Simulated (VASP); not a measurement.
# WSe2 (P6_3/mmc) in VASP: a series of runs

The runs below take WSe2 through relaxation of cell and atoms, single point, with PBEsol.

Everything below comes from runs of VASP 6.6.1. Logs are shortened: lines on timing, memory, paths and dates and some standing lists are left out, and cuts for length are marked.

## Step 1: The cell of the first run

Symmetry: P6_3/mmc, No. 194, hexagonal system. Conventional cell: a = 3.320 Å, b = 3.320 Å, c = 13.737 Å, α = 90.00°, β = 90.00°, γ = 120.00°. Within 3.4 Å of W (site symmetry -6m2) lie 6 Se at 2.54 Å and 6 W at 3.32 Å. Within 3.4 Å of Se (site symmetry 3m) lie 3 W at 2.54 Å and 7 Se at 3.32 Å.

## Step 2: Relaxation of cell and atoms, PBEsol

Input file INCAR:

```
SYSTEM = WSe2
  PREC = Accurate
  ENCUT = 600
  EDIFF = 1E-6
  ISMEAR = 0
  SIGMA = 0.02
  LREAL = .False.
  LASPH = .True.
  NELM = 60
  ALGO = Normal
  ISIF = 3
  LWAVE = .False.
  LCHARG = .False.
  GGA = PS
  IBRION = 2
  NSW = 100
  EDIFFG = -0.005
```

Input file KPOINTS:

```
Automatic mesh
0
Gamma
  12 12 2
  0 0 0
```

Input file POSCAR:

```
WSe2
1.0
    3.3199329218      0.0000000000      0.0000000000
   -1.6599664609      2.8751462491      0.0000000000
    0.0000000000      0.0000000000     13.7371873000
W Se
2 4
Direct
    0.6666666700      0.3333333300      0.7500000000
    0.3333333300      0.6666666700      0.2500000000
    0.3333333300      0.6666666700      0.8710007900
    0.6666666700      0.3333333300      0.3710007900
    0.3333333300      0.6666666700      0.6289992100
    0.6666666700      0.3333333300      0.1289992100
```

Potentials or basis: VASP PAW PBE potentials, release 64 (W_sv, Se).

The run is started by

```console
$ cat potpaw_PBE.64/W_sv/POTCAR potpaw_PBE.64/Se/POTCAR > POTCAR
$ mpirun -np 1 vasp_std > vasp.out
```

OUTCAR:

```text
SYSTEM = WSe2
   PREC = Accurate
   ENCUT = 600
   EDIFF = 1E-6
   ISMEAR = 0
   LREAL = .False.
   LASPH = .True.
   NELM = 60
   ISIF = 3
   GGA = PS
   IBRION = 2
   NSW = 100
   EDIFFG = -0.005

 ion  position               nearest neighbor table
   1  0.667  0.333  0.750-   3 2.54   5 2.54   3 2.54   5 2.54   3 2.54   5 2.54
   2  0.333  0.667  0.250-   4 2.54   6 2.54   4 2.54   6 2.54   4 2.54   6 2.54
   3  0.333  0.667  0.871-   1 2.54   1 2.54   1 2.54
   4  0.667  0.333  0.371-   2 2.54   2 2.54   2 2.54
   5  0.333  0.667  0.629-   1 2.54   1 2.54   1 2.54
   6  0.667  0.333  0.129-   2 2.54   2 2.54   2 2.54

  LATTYP: Found a hexagonal cell.
 ALAT       =     3.3199329218
 C/A-ratio  =     4.1377906191

  Lattice vectors:

 A1 = (   3.3199329218,   0.0000000000,   0.0000000000)
 A2 = (  -1.6599664609,   2.8751462491,   0.0000000000)
 A3 = (   0.0000000000,   0.0000000000,  13.7371873000)

Analysis of symmetry for initial positions (statically):
=====================================================================
 Subroutine PRICEL returns:
 Original cell was already a primitive cell.

 Routine SETGRP: Setting up the symmetry group for a
 hexagonal supercell.

 Subroutine GETGRP returns: Found 24 space group operations
 (whereof 12 operations were pure point group operations)
 out of a pool of 24 trial point group operations.

The static configuration has the point symmetry D_3d.
 The point group associated with its full space group is D_6h.

Analysis of symmetry for dynamics (positions and initial velocities):
=====================================================================
 Subroutine PRICEL returns:
 Original cell was already a primitive cell.

 Routine SETGRP: Setting up the symmetry group for a
 hexagonal supercell.

 Subroutine GETGRP returns: Found 24 space group operations
 (whereof 12 operations were pure point group operations)
 out of a pool of 24 trial point group operations.

The dynamic configuration has the point symmetry D_3d.
 The point group associated with its full space group is D_6h.

 Subroutine INISYM returns: Found 24 space group operations
 (whereof 12 operations are pure point group operations),
 and found     1 'primitive' translations

----------------------------------------------------------------------------------------

                                     Primitive cell
[... 115 lines left out ...]
   EFERMI_NEDOS =   21; number of points for ismear=-14 and -15
   IALGO  =     38    algorithm
   IMIX   =      4    mixing-type and parameters
     AMIX     =   0.40;   BMIX     =  1.00
     AMIX_MAG =   1.60;   BMIX_MAG =  1.00
  volume/ion in A,a.u.               =      21.85       147.48
  Fermi-wavevector in a.u.,A,eV,Ry     =   1.202764  2.272894 19.682734  1.446640
  Thomas-Fermi vector in A             =   2.338536
   LORBIT       =      0    0 simple, 1 ext, 2 COOP (PROOUT), +10 PAW based schemes
   GGA     = PS    functional components
   LHFCALC =     F    Hartree Fock is set to
   AEXX    =    0.0000 exact exchange contribution
   IVDW    =     0    specifies the selected vdW correction
   LEPSILON=     F    determine dielectric tensor
   LRPA    =     F    only Hartree local field effects (RPA)
 conjugate gradient relaxation of ions
 non-spin polarized calculation
 Gauss-broadening in eV      SIGMA  =   0.02
  energy-cutoff  :      600.00
  volume of cell :      131.13
 maximum number of plane-waves:      4434
 NGX is ok and might be reduce to    28
   NGX = 13   NGY = 13   NGZ = 55

--------------------------------------- Ionic step        1  -------------------------------------------

 number of electron      52.0000004 magnetization

 Free energy of the ion-electron system (eV)
  ---------------------------------------------------
  ext. energy  EPLUGINS =         0.00000000
  ---------------------------------------------------
  free energy    TOTEN  =       -46.50533929 eV

  energy without entropy =      -46.50533929  energy(sigma->0) =      -46.50533929

------------------------ aborting loop because EDIFF is reached ----------------------------------------

  FORCE on cell =-STRESS in cart. coord.  units (eV):
  Direction    XX          YY          ZZ          XY          YZ          ZX
  --------------------------------------------------------------------------------------
  -------------------------------------------------------------------------------------
  Total       -2.6057850     -2.6057850     -0.7417253      0.0000000      0.0000000      0.0000000
  in kB      -31.8391961    -31.8391961     -9.0628873      0.0000000      0.0000000      0.0000000
  external PRESSURE =     -24.2470931 kB  Pullay stress =       0.0000000 kB
[... 101 lines left out ...]
  FREE ENERGIE OF THE ION-ELECTRON SYSTEM (eV)
  ---------------------------------------------------
  free  energy   TOTEN  =       -46.5312761566 eV

  energy  without entropy=      -46.5312761566  energy(sigma->0) =      -46.53127616

[... ionic steps 4 to 26 ...]

--------------------------------------- Ionic step       27  -------------------------------------------

 number of electron      52.0000002 magnetization

------------------------ aborting loop because EDIFF is reached ----------------------------------------
[... 75 lines left out ...]
--------------------------------------- Ionic step       29  -------------------------------------------

 number of electron      52.0000002 magnetization

 Free energy of the ion-electron system (eV)
  ---------------------------------------------------
  ext. energy  EPLUGINS =         0.00000000
  ---------------------------------------------------
  free energy    TOTEN  =       -46.55260409 eV

  energy without entropy =      -46.55260409  energy(sigma->0) =      -46.55260409

 E-fermi :   6.0273     XC(G=0): -10.8182

 val. band max:        5.9099355683   @ k =   0.0000   0.0000   0.0000
 cond. band min:       6.9507028150   @ k =   0.1667   0.1667   0.0000
 fundamental gap:      1.0407672467
 Fermi energy:         6.0273347763

 k-point     1 :       0.0000    0.0000    0.0000
  band No.  band energies     occupation
      1     -68.2625      2.00000
      2     -68.2625      2.00000
      3     -32.5238      2.00000
      4     -32.5238      2.00000
      5     -32.3765      2.00000
      6     -32.3765      2.00000
[... 805 lines left out ...]
     30       8.0441      0.00000
     31       9.1576      0.00000

 [... further k-points ...]
[... 5 lines left out ...]
  --------------------------------------------------------------------------------------
  -------------------------------------------------------------------------------------
  Total       -0.0024724     -0.0024724      0.0137572      0.0000000      0.0000000      0.0000000
  in kB       -0.0322278     -0.0322278      0.1793231      0.0000000      0.0000000      0.0000000
  external PRESSURE =       0.0382892 kB  Pullay stress =       0.0000000 kB
[... 21 lines left out ...]
  FREE ENERGIE OF THE ION-ELECTRON SYSTEM (eV)
  ---------------------------------------------------
  free  energy   TOTEN  =       -46.5526040876 eV

  energy  without entropy=      -46.5526040876  energy(sigma->0) =      -46.55260409

 reached required accuracy - stopping structural energy minimisation
```

Wall time 27 min (1 thread of Intel Xeon 6975P-C (Granite Rapids), shared host); peak memory 0.42 GiB.

What came out:

```yaml
Free_energy: -46.5526 eV
Relaxed_volume: 20.49 Å³/atom
Relaxed_cell: a = 3.274 Å, b = 3.274 Å, c = 13.241 Å, α = 90.00°, β = 90.00°, γ = 120.00°
Space_group_after_relaxing_to_0.1_Å: P6_3/mmc (No. 194)
Energy_gained_by_relaxing: 7.9 meV/atom
Ionic_steps: 29
Pressure_after_relaxing: 0.0 GPa
Largest_force_after_relaxing: 0.003 eV/Å
Band_gap_on_the_k_mesh: 1.04 eV (least direct gap 1.59 eV)
```

Forces on the atoms (eV/Å):
```
W    0.000  0.000  0.000
W    0.000  0.000  0.000
Se   0.000  0.000  0.003
Se   0.000  0.000  0.003
Se   0.000  0.000 -0.003
Se   0.000  0.000 -0.003
```

Step by step:
```tsv
step	energy change (eV)	largest force (eV/Å)	pressure (GPa)	volume (Å³)
1	0.0000	0.0373	-2.42	131.13
2	0.0154	0.6693	4.19	124.94
3	-0.0259	0.2640	0.33	128.34
4	-0.0344	0.0296	-0.20	127.77
5	-0.0353	0.0397	-0.08	127.91
6	-0.0359	0.0438	-0.06	127.73
7	-0.0374	0.0542	0.07	127.19
8	-0.0401	0.0764	0.31	126.12
9	-0.0430	0.1249	0.85	123.99
10	-0.0432	0.1216	0.83	123.96
11	-0.0436	0.1122	0.78	123.90
12	-0.0444	0.0947	0.66	123.77
13	-0.0457	0.0594	0.47	123.50
14	-0.0470	0.0101	0.07	122.98
15	-0.0470	0.0286	-0.04	122.84
16	-0.0471	0.0255	-0.02	122.80
17	-0.0472	0.0169	-0.01	122.69
18	-0.0472	0.0021	0.03	122.46
19	-0.0472	0.0081	0.01	122.59
20	-0.0472	0.0104	0.01	122.62
21	-0.0472	0.0103	0.00	122.61
22	-0.0472	0.0092	0.01	122.60
23	-0.0472	0.0076	0.02	122.62
24	-0.0472	0.0026	0.03	122.66
25	-0.0473	0.0071	0.08	122.75
26	-0.0473	0.0066	0.07	122.77
27	-0.0473	0.0053	0.04	122.85
28	-0.0473	0.0044	0.03	122.87
29	-0.0473	0.0035	0.00	122.91
```

Final structure:
```
W Se
1.0
     3.27403    0.00000    0.00000
    -1.63702    2.83540    0.00000
     0.00000    0.00000   13.24056
W Se
2 4
Direct
  0.66667 0.33333 0.75000
  0.33333 0.66667 0.25000
  0.33333 0.66667 0.87660
  0.66667 0.33333 0.37660
  0.33333 0.66667 0.62340
  0.66667 0.33333 0.12340
```

Caveat: the PAW data sets were made with another functional, which shifts forces and pressure a little; spin-orbit coupling is left out, which moves the levels of the heavy elements; this functional lacks dispersion, which binds the layers, so the pressure and a relaxed spacing across them are unreliable. A k mesh can miss the band edges.

## Step 3: Relaxation of cell and atoms, PBEsol, target pressure 20 GPa, at which the enthalpy is minimised

This run uses another cell than the first one, of 16.27 Å³/atom.

Input file INCAR:

```
SYSTEM = WSe2
ALGO = Normal
EDIFF = 1E-7
EDIFFG = -0.008
ENCUT = 600
GGA = PS
IBRION = 2
ISIF = 3
ISMEAR = 0
LASPH = .TRUE.
LCHARG = .FALSE.
LREAL = .FALSE.
LWAVE = .FALSE.
NELM = 60
NSW = 70
PREC = Accurate
PSTRESS = 200.0
SIGMA = 0.02
```

Input file KPOINTS:

```
k-points
0
G
  12 12 4
  0 0 0
```

Input file POSCAR:

```
WSe2
1.0
    3.0996693864      0.0000000000      0.0000000000
   -1.5498346932      2.6843924319      0.0000000000
    0.0000000000      0.0000000000     11.7352746790
W Se
2 4
Direct
    0.6666666667      0.3333333333      0.7500000000
    0.3333333333      0.6666666667      0.2500000000
    0.3333333333      0.6666666667      0.8899398410
    0.6666666667      0.3333333333      0.3899398410
    0.3333333333      0.6666666667      0.6100601590
    0.6666666667      0.3333333333      0.1100601590
```

Potentials or basis: VASP PAW PBE potentials, release 64 (W_sv, Se).

The run is started by

```console
$ cat potpaw_PBE.64/W_sv/POTCAR potpaw_PBE.64/Se/POTCAR > POTCAR
$ mpirun -np 1 vasp_std > vasp.out
```

It took 22 min on 1 thread of AMD EPYC 9R45 (Zen 5), shared host; peak memory 0.37 GiB.

The run converged. Its results:

- Free energy: -45.5064 eV
- Relaxed volume: 16.48 Å³/atom
- Relaxed cell: a = 3.120 Å, b = 3.120 Å, c = 11.728 Å, α = 90.00°, β = 90.00°, γ = 120.00°
- Space group after relaxing (to 0.1 Å): P6_3/mmc (No. 194)
- Energy change on relaxing (the run minimises the enthalpy): -59.2 meV/atom
- Ionic steps: 16
- Pressure after relaxing: 20.0 GPa
- Band gap on the k mesh: 0.23 eV (least direct gap 0.91 eV)

The path:
```csv
step,energy change (eV),largest force (eV/Å),pressure (GPa),volume (Å³)
1,0.0000,1.5923,29.81,97.65
2,-0.6013,2.3126,-6.48,112.41
3,-0.5977,0.3010,17.93,101.11
4,-0.5681,0.3781,18.67,100.87
5,-0.5600,0.3990,18.86,100.80
6,-0.4365,0.2160,19.86,99.59
7,-0.3197,0.0569,20.77,98.60
8,-0.4055,0.1924,18.41,99.29
9,-0.3634,0.0625,19.63,98.93
10,-0.3325,0.0426,20.49,98.68
11,-0.3486,0.0086,20.07,98.80
12,-0.3489,0.0096,20.06,98.81
13,-0.3578,0.0104,19.93,98.88
14,-0.3554,0.0102,19.97,98.86
15,-0.3550,0.0050,20.04,98.86
16,-0.3552,0.0008,20.01,98.86
```

Final structure:
```cif
data_structure
_symmetry_space_group_name_H-M 'P 1'
_symmetry_Int_Tables_number 1
_cell_length_a 3.1198
_cell_length_b 3.1198
_cell_length_c 11.7278
_cell_angle_alpha 90.000
_cell_angle_beta 90.000
_cell_angle_gamma 120.000
_cell_volume 98.86
loop_
_atom_site_label
_atom_site_type_symbol
_atom_site_fract_x
_atom_site_fract_y
_atom_site_fract_z
_atom_site_occupancy
W1 W 0.66667 0.33333 0.75000 1
W2 W 0.33333 0.66667 0.25000 1
Se1 Se 0.33333 0.66667 0.89472 1
Se2 Se 0.66667 0.33333 0.39472 1
Se3 Se 0.33333 0.66667 0.60528 1
Se4 Se 0.66667 0.33333 0.10528 1
```

Levels at points of the mesh, in eV from the valence-band top:
| k point | band 24 | band 25 | band 26 | band 27 | band 28 | band 29 |
| --- | --- | --- | --- | --- | --- | --- |
| (0.00, 0.00, 0.00) | -1.44 | -0.33 | 0.00 | 2.47 | 2.47 | 2.65 |
| (0.50, 0.00, 0.00) | -1.82 | -1.81 | -0.82 | 1.90 | 2.48 | 2.57 |
| (0.00, 0.00, 0.50) | -1.55 | -0.09 | -0.09 | 2.57 | 2.57 | 2.57 |
| (0.50, 0.00, 0.50) | -1.91 | -1.32 | -1.32 | 2.50 | 2.50 | 2.52 |

Caveat: the cell is relaxed towards a set pressure, so the run minimises the enthalpy, not the energy; the PAW data sets were made with another functional, which shifts forces and pressure a little; spin-orbit coupling is left out, which moves the levels of the heavy elements.

(Part 1 of 2 ends here.)
